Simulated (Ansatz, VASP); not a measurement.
# One calculation of CuO, two programs

Contents of POSCAR:

```
CuO
1.0
    2.3101994985     -1.6881714891      0.0000000000
    2.3101994985      1.6881714891      0.0000000000
   -0.8385391614      0.0000000000      4.9895114286
Cu O
2 2
Direct
    0.5000000000      0.0000000000      0.5000000000
    0.0000000000      0.5000000000      0.0000000000
    0.4184000000      0.5816000000      0.7500000000
    0.5816000000      0.4184000000      0.2500000000
```

INCAR.step1

```
SYSTEM = CuO
ALGO = Normal ; EDIFF = 1E-4
ENCUT = 520 ; GGA = PE
ISMEAR = -1 ; LASPH = .TRUE.
LCHARG = .FALSE. ; LREAL = .FALSE.
LWAVE = .TRUE. ; NBANDS = 25
NELM = 80 ; PREC = Accurate
SIGMA = 0.05
```

File INCAR.step2:

```
SYSTEM = CuO
ALGO = Normal ; EDIFF = 1E-7
ENCUT = 520 ; ISIF = 2
ISMEAR = -1 ; ISTART = 1
IVDW = 13 ; LASPH = .TRUE.
LCHARG = .TRUE. ; LELF = .TRUE.
LMIXTAU = .TRUE. ; LREAL = .FALSE.
LVHAR = .TRUE. ; LWAVE = .FALSE.
METAGGA = R2SCAN ; NBANDS = 25
NELM = 80 ; PREC = Accurate
SIGMA = 0.05 ; VDW_A1 = 0.51559235
VDW_A2 = 5.77342911 ; VDW_S6 = 1.0
VDW_S8 = 0.6018749
```

KPOINTS

```
k-points
0
G
  10 10 5
  0 0 0
```

Contents of input.yaml:

```yaml
crystal:
  lattice:
    - [2.3101994985, -1.6881714891, 0.0]
    - [2.3101994985, 1.6881714891, 0.0]
    - [-0.8385391614, 0.0, 4.9895114286]
  atoms:
    - { symbol: Cu, position: [0.5, 0.0, 0.5] }
    - { symbol: Cu, position: [0.0, 0.5, 0.0] }
    - { symbol: O, position: [0.4184, 0.5816, 0.75] }
    - { symbol: O, position: [0.5816, 0.4184, 0.25] }
hamiltonian:
  xc: r2scan
  pseudopotentials: { kind: paw }
  dispersion: d4
kpoints:
  mp_grid: { grid: [10, 10, 5] }
scf:
  occupations: { method: fermi_dirac, width: 0.05 }
output:
  forces: true
  stress: true
  eigenvalues: true
  write_density: true
  write_potential: true
  elf: true
  volumetric_format: npy
```

Alike in both runs: task single point; functional r2SCAN; dispersion D4; k mesh 10 × 10 × 5; occupations fermi-dirac, width 0.05 eV; no spin polarisation.

|  | VASP | Ansatz |
| --- | --- | --- |
| version | VASP 6.6.1 | Ansatz 0.2.0 |
| potentials or method | VASP PAW PBE potentials, release 64 (Cu, O) | Ansatz PAW |
| plane-wave cutoff (eV) | 520 | 500 |
| valence electrons in the cell | 34 | 50 |

```tsv
	VASP	Ansatz	Ansatz less VASP
gap on the k mesh at the Fermi level (eV)	none	none	-
pressure (GPa)	6.3	5.1	-1.13
traceless stress, the component that is largest in VASP (GPa)	-1.76	-1.66	+0.108
rms of the force components (eV/Å)	0.041	0.060	+0.0194
```

VASP's potentials were made for PBE, not for r2SCAN. Atom by atom the forces differ by 0.019 eV/Å (rms over components). A gap of «none» marks a metal or a gap that the smearing closes. VASP's potentials hold 34 valence electrons a cell and Ansatz's 50, so a difference there can come from the potentials and not from the codes.
